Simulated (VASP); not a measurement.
# N2 in VASP: a series of runs

Runs on N2. Level: PBE+D3(BJ). Tasks: single point, relaxation of the atoms.

All numbers are computed with VASP 6.6.1; they aren't measurements. Logs are shortened: lines on timing, memory, paths and dates and some standing lists are left out, and cuts for length are marked.

## (1) The cell of the first run

The cell holds a molecule in a box, 2 atoms: a = 9.600 Å, b = 9.800 Å, c = 10.000 Å, α = 90.00°, β = 90.00°, γ = 90.00°.

## (2) Single point, PBE+D3(BJ)

Contents of INCAR:

```
ALGO     = Normal         # electronic algorithm
EDIFF    = 1E-6           # SCF threshold, eV
ENCUT    = 520            # plane-wave cutoff, eV
GGA      = PE             # functional
ISIF     = 2              # what is computed and relaxed
ISMEAR   = 0              # smearing method
IVDW     = 12             # dispersion correction
LASPH    = T              # aspherical terms in the spheres
LCHARG   = F              # write CHGCAR
LREAL    = F              # projectors in reciprocal space
LWAVE    = F              # write WAVECAR
NBANDS   = 12             # bands
NELM     = 60             # most SCF steps
PREC     = Accurate       # precision mode
SIGMA    = 0.01           # smearing width, eV
```

Contents of KPOINTS:

```
k-points
0
Gamma
  1 1 1
```

Contents of POSCAR:

```
N
1.0
    9.6000000000      0.0000000000      0.0000000000
    0.0000000000      9.8000000000      0.0000000000
    0.0000000000      0.0000000000     10.0000000000
N
2
Direct
    0.5331225006      0.5324465312      0.5317976006
    0.4668774994      0.4675534688      0.4682023994
```

Potentials or basis: VASP PAW PBE potentials, release 64 (N).

Launch:

```console
cat potpaw_PBE.64/N/POTCAR > POTCAR
mpirun -np 1 vasp_gam > vasp.out
```

OUTCAR:

```text
EDIFF = 1E-6
   ENCUT = 520
   GGA = PE
   ISIF = 2
   ISMEAR = 0
   IVDW = 12
   LASPH = T
   LREAL = F
   NELM = 60
   PREC = Accurate
 IVDW          = 12

 ion  position               nearest neighbor table
   1  0.533  0.532  0.532-   2 1.10
   2  0.467  0.468  0.468-   1 1.10

  LATTYP: Found a simple orthorhombic cell.
 ALAT       =     9.6000000000
 B/A-ratio  =     1.0208333333
 C/A-ratio  =     1.0416666667

  Lattice vectors:

 A1 = (   9.6000000000,   0.0000000000,   0.0000000000)
 A2 = (   0.0000000000,   9.8000000000,   0.0000000000)
 A3 = (   0.0000000000,   0.0000000000,  10.0000000000)

Analysis of symmetry for initial positions (statically):
=====================================================================
 Subroutine PRICEL returns:
 Original cell was already a primitive cell.

 Routine SETGRP: Setting up the symmetry group for a
 simple orthorhombic supercell.

 Subroutine GETGRP returns: Found  2 space group operations
 (whereof  2 operations were pure point group operations)
 out of a pool of  8 trial point group operations.

The static configuration has the point symmetry S_2 .

Analysis of symmetry for dynamics (positions and initial velocities):
=====================================================================
 Subroutine PRICEL returns:
 Original cell was already a primitive cell.

 Routine SETGRP: Setting up the symmetry group for a
 simple orthorhombic supercell.

 Subroutine GETGRP returns: Found  2 space group operations
 (whereof  2 operations were pure point group operations)
 out of a pool of  8 trial point group operations.

The dynamic configuration has the point symmetry S_2 .

 Subroutine INISYM returns: Found  2 space group operations
 (whereof  2 operations are pure point group operations),
 and found     1 'primitive' translations

----------------------------------------------------------------------------------------

                                     Primitive cell

  volume of cell :     940.8000

  direct lattice vectors                    reciprocal lattice vectors
     9.600000000  0.000000000  0.000000000     0.104166667  0.000000000  0.000000000
     0.000000000  9.800000000  0.000000000     0.000000000  0.102040816  0.000000000
     0.000000000  0.000000000 10.000000000     0.000000000  0.000000000  0.100000000

  length of vectors
     9.600000000  9.800000000 10.000000000     0.104166667  0.102040816  0.100000000

  position of ions in fractional coordinates (direct lattice)
     0.533122501  0.532446531  0.531797601
     0.466877499  0.467553469  0.468202399

  ion indices of the primitive-cell ions
   primitive index   ion index
                 1           1
                 2           2

----------------------------------------------------------------------------------------

 KPOINTS: k-points

Automatic generation of k-mesh.
 Grid dimensions read from file:
 generate k-points for:    1    1    1

 Generating k-lattice:

  Cartesian coordinates                     Fractional coordinates (reciprocal lattice)
     0.104166667  0.000000000  0.000000000     1.000000000  0.000000000  0.000000000
     0.000000000  0.102040816  0.000000000     0.000000000  1.000000000  0.000000000
     0.000000000  0.000000000  0.100000000     0.000000000  0.000000000  1.000000000

  Length of vectors
     0.104166667  0.102040816  0.100000000

  Shift w.r.t. Gamma in fractional coordinates (k-lattice)
     0.000000000  0.000000000  0.000000000

 Subroutine IBZKPT returns following result:
 ===========================================

 Found      1 irreducible k-points:

 Following reciprocal coordinates:
            Coordinates               Weight
  0.000000  0.000000  0.000000      1.000000
   k-points           NKPTS =      1   k-points in BZ     NKDIM =      1   number of bands    NBANDS=     12
   number of dos      NEDOS =    301   number of ions     NIONS =      2
   total plane-waves  NPLWV = 460800
   dimension x,y,z NGX =    72 NGY =   80 NGZ =   80
   dimension x,y,z NGXF=   144 NGYF=  160 NGZF=  160
   ions per type =               2
   NGX,Y,Z   is equivalent  to a cutoff of  12.47, 13.57, 13.30 a.u.
   NGXF,Y,Z  is equivalent  to a cutoff of  24.94, 27.14, 26.60 a.u.
 SYSTEM =  unknown system
   PREC   = accura    normal or accurate (medium, high low for compatibility)
   ISTART =      0    job   : 0-new  1-cont  2-samecut
   ICHARG =      2    charge: 1-file 2-atom 10-const
   ISPIN  =      1    spin polarized calculation?
   LNONCOLLINEAR =      F non collinear calculations
   LSORBIT =      F    spin-orbit coupling
   LASPH  =      T    aspherical Exc in radial PAW
   ENCUT  =  520.0 eV  38.22 Ry    6.18 a.u.  17.85 18.22 18.59*2*pi/ulx,y,z
   NELM   =     60;   NELMIN=  2; NELMDL= -5     # of ELM steps
   EDIFF  = 0.1E-05   stopping-criterion for ELM
   LREAL  =      F    real-space projection
   EDIFFG = 0.1E-04   stopping-criterion for IOM
   NSW    =      0    number of steps for IOM
   IBRION =     -1    ionic relax: 0-MD 1-quasi-New 2-CG
   NFREE  =      0    steps in history (QN), initial steepest desc. (CG)
   ISIF   =      2    stress and relaxation
   ISYM   =      2    0-nonsym 1-usesym 2-fastsym
   POTIM  = 0.5000    time-step for ionic-motion
   TEBEG  =    0.0;   TEEND  =   0.0 temperature during run
   PSTRESS=    0.0 pullay stress
   NELECT =      10.0000    total number of electrons
   NUPDOWN=      -1.0000    fix difference up-down
   EMIN   =  10.00;   EMAX   =-10.00  energy-range for DOS
   EFERMI =   0.00;   METHOD = LEGACY
   ISMEAR =     0;   SIGMA  =   0.01  broadening in eV -4-tet -1-fermi 0-gaus
   EFERMI_NEDOS =   21; number of points for ismear=-14 and -15
   IALGO  =     38    algorithm
   IMIX   =      4    mixing-type and parameters
     AMIX     =   0.40;   BMIX     =  1.00
     AMIX_MAG =   1.60;   BMIX_MAG =  1.00
  volume/ion in A,a.u.               =     470.40      3174.42
  Fermi-wavevector in a.u.,A,eV,Ry     =   0.359950  0.680207  1.762827  0.129564
  Thomas-Fermi vector in A             =   1.279308
   LORBIT       =      0    0 simple, 1 ext, 2 COOP (PROOUT), +10 PAW based schemes
   GGA     = PE    functional components
   LHFCALC =     F    Hartree Fock is set to
   AEXX    =    0.0000 exact exchange contribution
   IVDW    =    12    specifies the selected vdW correction
   LEPSILON=     F    determine dielectric tensor
   LRPA    =     F    only Hartree local field effects (RPA)
 non-spin polarized calculation
 Gauss-broadening in eV      SIGMA  =   0.01
  energy-cutoff  :      520.00
  volume of cell :      940.80
 maximum number of plane-waves:     12694
 NGX is ok and might be reduce to    70
   NGX = 35   NGY = 37   NGZ = 37

 number of electron      10.0000000 magnetization

 Free energy of the ion-electron system (eV)
  ---------------------------------------------------
  ext. energy  EPLUGINS =         0.00000000
  ---------------------------------------------------
  free energy    TOTEN  =       -16.64160487 eV

  energy without entropy =      -16.64160487  energy(sigma->0) =      -16.64160487

 E-fermi : -10.0041     XC(G=0):  -0.6403

 val. band max:      -10.0581125645   @ k =   0.0000   0.0000   0.0000
 cond. band min:      -1.8524250776   @ k =   0.0000   0.0000   0.0000
 fundamental gap:      8.2056874869
 Fermi energy:       -10.0040756092

 k-point     1 :       0.0000    0.0000    0.0000
  band No.  band energies     occupation
      1     -28.2218      2.00000
      2     -13.3193      2.00000
      3     -11.4844      2.00000
      4     -11.4844      2.00000
      5     -10.0581      2.00000
      6      -1.8524      0.00000
      7      -1.8521      0.00000
      8      -0.1944      0.00000
      9       1.1506      0.00000
     10       1.2037      0.00000
     11       1.2613      0.00000
     12       1.3764      0.00000

------------------------ aborting loop because EDIFF is reached ----------------------------------------

 Edisp (eV)   -0.01206

 E8    (eV) :    -0.0035

  FORCE on cell =-STRESS in cart. coord.  units (eV):
  Direction    XX          YY          ZZ          XY          YZ          ZX
  --------------------------------------------------------------------------------------
  -------------------------------------------------------------------------------------
  Total       0.61050     0.60881     0.60971     0.66725     0.66738     0.66741
  in kB       1.03967     1.03681     1.03833     1.13632     1.13654     1.13659
  external pressure =        1.04 kB  Pullay stress =        0.00 kB

 VOLUME and BASIS-vectors are now :
 -----------------------------------------------------------------------------
  energy-cutoff  :      520.00
  volume of cell :      940.80
      direct lattice vectors                 reciprocal lattice vectors
     9.600000000  0.000000000  0.000000000     0.104166667  0.000000000  0.000000000
     0.000000000  9.800000000  0.000000000     0.000000000  0.102040816  0.000000000
     0.000000000  0.000000000 10.000000000     0.000000000  0.000000000  0.100000000

 POSITION                                       TOTAL-FORCE (eV/Angst)
 -----------------------------------------------------------------------------------
      5.11798      5.21798      5.31798         1.064321      1.064314      1.064385
      4.48202      4.58202      4.68202        -1.064321     -1.064314     -1.064385
 -----------------------------------------------------------------------------------
    total drift:                                0.000000      0.000000      0.000000

  FREE ENERGIE OF THE ION-ELECTRON SYSTEM (eV)
  ---------------------------------------------------
  free  energy   TOTEN  =       -16.6536603636 eV

  energy  without entropy=      -16.6536603636  energy(sigma->0) =      -16.65366036
```

It took 69 s on 1 thread of Intel Xeon 8259CL, shared host; peak memory 0.83 GiB.

What came out:

- Free energy: -16.6537 eV
- Largest force: 1.843 eV/Å
- Gap between the frontier levels: 8.21 eV
- Dispersion energy per atom: -0.006 eV

Forces on the atoms (eV/Å):
```
N    1.064  1.064  1.064
N   -1.064 -1.064 -1.064
```

Caveat: the standard files for N, O and F lose accuracy on very short bonds.

## (3) Single point, PBE+D3(BJ)

Contents of INCAR:

```
SYSTEM = N
PREC = Accurate ; ENCUT = 520
EDIFF = 1E-7 ; ISMEAR = 0
SIGMA = 0.01 ; LREAL = .FALSE.
LASPH = .TRUE. ; NELM = 60
ALGO = Normal ; ISIF = 2
LWAVE = .FALSE. ; LCHARG = .FALSE.
GGA = PE ; IVDW = 12
NBANDS = 12
```

Contents of KPOINTS:

```
regular mesh
0
G
  1 1 1
  0 0 0
```

Contents of POSCAR:

```
N
1.0
    9.6000000000      0.0000000000      0.0000000000
    0.0000000000      9.8000000000      0.0000000000
    0.0000000000      0.0000000000     10.0000000000
N
2
Direct
    0.5331435157      0.5324667617      0.5318178379
    0.4668564843      0.4675332383      0.4681821621
```

Potentials or basis: VASP PAW PBE potentials, release 64 (N).

Launch:

```console
cat potpaw_PBE.64/N/POTCAR > POTCAR
mpirun -np 1 vasp_gam > vasp.out
```

Wall time 78 s (1 thread of Intel Xeon 8259CL, shared host); peak memory 0.8 GiB.

It converged, with:

```yaml
Free_energy: -16.6549 eV
Largest_force: 1.729 eV/Å
Gap_between_the_frontier_levels: 8.20 eV
Dispersion_energy_per_atom: -0.006 eV
```

Forces in eV/Å, atoms in the order of the input:
```
N    0.998  0.998  0.998
N   -0.998 -0.998 -0.998
```

Levels at points of the mesh, in eV from the valence-band top:
```csv
k point,band 1,band 2,band 3,band 4,band 5,band 6,band 7,band 8,band 9,band 10
"(0.00, 0.00, 0.00)",-18.15,-3.27,-1.42,-1.42,0.00,8.20,8.20,9.86,11.21,11.26
```

Caveat: the standard files for N, O and F lose accuracy on very short bonds.

## (4) Relaxation of the atoms, PBE+D3(BJ)

Contents of INCAR:

```
SYSTEM = N
  ALGO = Normal
  EDIFF = 1E-7
  EDIFFG = -0.01
  ENCUT = 520
  GGA = PE
  IBRION = 2
  ISIF = 2
  ISMEAR = 0
  IVDW = 12
  LASPH = .TRUE.
  LCHARG = .FALSE.
  LREAL = .FALSE.
  LWAVE = .FALSE.
  NELM = 60
  NSW = 80
  PREC = Accurate
  SIGMA = 0.01
```

Contents of KPOINTS:

```
k-points
0
G
  1 1 1
  0 0 0
```

Contents of POSCAR:

```
N
1.0
    9.6000000000      0.0000000000      0.0000000000
    0.0000000000      9.8000000000      0.0000000000
    0.0000000000      0.0000000000     10.0000000000
N
2
Direct
    0.5331225006      0.5324465312      0.5317976006
    0.4668774994      0.4675534688      0.4682023994
```

Potentials or basis: VASP PAW PBE potentials, release 64 (N).

Launch:

```console
cat potpaw_PBE.64/N/POTCAR > POTCAR
mpirun -np 1 vasp_gam > vasp.out
```

OUTCAR:

```text
SYSTEM = N
   EDIFF = 1E-7
   EDIFFG = -0.01
   ENCUT = 520
   GGA = PE
   IBRION = 2
   ISIF = 2
   ISMEAR = 0
   IVDW = 12
   LASPH = .TRUE.
   LREAL = .FALSE.
   NELM = 60
   NSW = 80
   PREC = Accurate
 IVDW          = 12

 ion  position               nearest neighbor table
   1  0.533  0.532  0.532-   2 1.10
   2  0.467  0.468  0.468-   1 1.10

  LATTYP: Found a simple orthorhombic cell.
 ALAT       =     9.6000000000
 B/A-ratio  =     1.0208333333
 C/A-ratio  =     1.0416666667

  Lattice vectors:

 A1 = (   9.6000000000,   0.0000000000,   0.0000000000)
 A2 = (   0.0000000000,   9.8000000000,   0.0000000000)
 A3 = (   0.0000000000,   0.0000000000,  10.0000000000)

Analysis of symmetry for initial positions (statically):
=====================================================================
 Subroutine PRICEL returns:
 Original cell was already a primitive cell.

 Routine SETGRP: Setting up the symmetry group for a
 simple orthorhombic supercell.

 Subroutine GETGRP returns: Found  2 space group operations
 (whereof  2 operations were pure point group operations)
 out of a pool of  8 trial point group operations.

The static configuration has the point symmetry S_2 .

Analysis of symmetry for dynamics (positions and initial velocities):
=====================================================================
 Subroutine PRICEL returns:
[... 113 lines left out ...]
   IVDW    =    12    specifies the selected vdW correction
   LEPSILON=     F    determine dielectric tensor
   LRPA    =     F    only Hartree local field effects (RPA)
 conjugate gradient relaxation of ions
 non-spin polarized calculation
 Gauss-broadening in eV      SIGMA  =   0.01
  energy-cutoff  :      520.00
  volume of cell :      940.80
 maximum number of plane-waves:     12694
 NGX is ok and might be reduce to    70
   NGX = 35   NGY = 37   NGZ = 37

--------------------------------------- Ionic step        1  -------------------------------------------

 number of electron      10.0000000 magnetization

 Free energy of the ion-electron system (eV)
  ---------------------------------------------------
  ext. energy  EPLUGINS =         0.00000000
  ---------------------------------------------------
  free energy    TOTEN  =       -16.64160505 eV

  energy without entropy =      -16.64160505  energy(sigma->0) =      -16.64160505

------------------------ aborting loop because EDIFF is reached ----------------------------------------

 Edisp (eV)   -0.01206

 E8    (eV) :    -0.0035
[... 111 lines left out ...]
--------------------------------------- Ionic step        4  -------------------------------------------

 number of electron       9.9999999 magnetization

 Free energy of the ion-electron system (eV)
  ---------------------------------------------------
  ext. energy  EPLUGINS =         0.00000000
  ---------------------------------------------------
  free energy    TOTEN  =       -16.65219889 eV

  energy without entropy =      -16.65219889  energy(sigma->0) =      -16.65219889

 E-fermi :  -9.9969     XC(G=0):  -0.6577

 val. band max:      -10.0515475042   @ k =   0.0000   0.0000   0.0000
 cond. band min:      -1.9876379061   @ k =   0.0000   0.0000   0.0000
 fundamental gap:      8.0639095981
 Fermi energy:        -9.9969439380

 k-point     1 :       0.0000    0.0000    0.0000
  band No.  band energies     occupation
      1     -28.0372      2.00000
      2     -13.4038      2.00000
      3     -11.3883      2.00000
      4     -11.3883      2.00000
      5     -10.0515      2.00000
      6      -1.9876      0.00000
      7      -1.9874      0.00000
      8      -0.2073      0.00000
      9       1.1423      0.00000
[... 31 lines left out ...]
  FREE ENERGIE OF THE ION-ELECTRON SYSTEM (eV)
  ---------------------------------------------------
  free  energy   TOTEN  =       -16.6642538818 eV

  energy  without entropy=      -16.6642538818  energy(sigma->0) =      -16.66425388

 reached required accuracy - stopping structural energy minimisation
```

OSZICAR:

```text
N       E                     dE             d eps       ncg     rms          rms(c)
DAV:   1     0.112482118560E+03    0.11248E+03   -0.21861E+03    18   0.617E+02
DAV:   2     0.316757653425E+02   -0.80806E+02   -0.80460E+02    35   0.851E+01
DAV:   3    -0.143030716979E+02   -0.45979E+02   -0.45968E+02    27   0.959E+01
[... 57 lines left out ...]
DAV:   2    -0.166521997397E+02    0.55626E-05   -0.26465E-05    20   0.560E-02    0.103E-02
DAV:   3    -0.166521985929E+02    0.11468E-05   -0.82557E-06    20   0.248E-02    0.321E-03
DAV:   4    -0.166521987423E+02   -0.14939E-06   -0.14134E-07    20   0.418E-03    0.161E-03
DAV:   5    -0.166521988481E+02   -0.10586E-06   -0.25116E-08    20   0.120E-03    0.128E-04
DAV:   6    -0.166521988887E+02   -0.40575E-07   -0.51603E-10    20   0.304E-04
   4 F= -.16664254E+02 E0= -.16664254E+02  d E =-.105933E-01
```

Wall time 3.6 min (1 thread of Intel Xeon 8259CL, shared host); peak memory 0.89 GiB.

Results:

```yaml
Free_energy: -16.6643 eV
Energy_gained_by_relaxing: 5.3 meV/atom
Ionic_steps: 4
Largest_force_after_relaxing: 0.006 eV/Å
Gap_between_the_frontier_levels: 8.06 eV
Dispersion_energy_per_atom: -0.006 eV
```

Forces in eV/Å, atoms in the order of the input:
```
N   -0.004 -0.004 -0.004
N    0.004  0.004  0.004
```

The path:
```csv
step,energy change (eV),largest force (eV/Å),pressure (GPa)
1,0.0000,1.8435,0.10
2,1.3719,13.3955,-0.98
3,-0.0105,0.1395,-0.02
4,-0.0106,0.0062,-0.01
```

Final structure:
```
N
1.0
     9.60000    0.00000    0.00000
     0.00000    9.80000    0.00000
     0.00000    0.00000   10.00000
N
2
Direct
  0.53347 0.53279 0.53214
  0.46653 0.46721 0.46786
```

Caveat: the standard files for N, O and F lose accuracy on very short bonds.
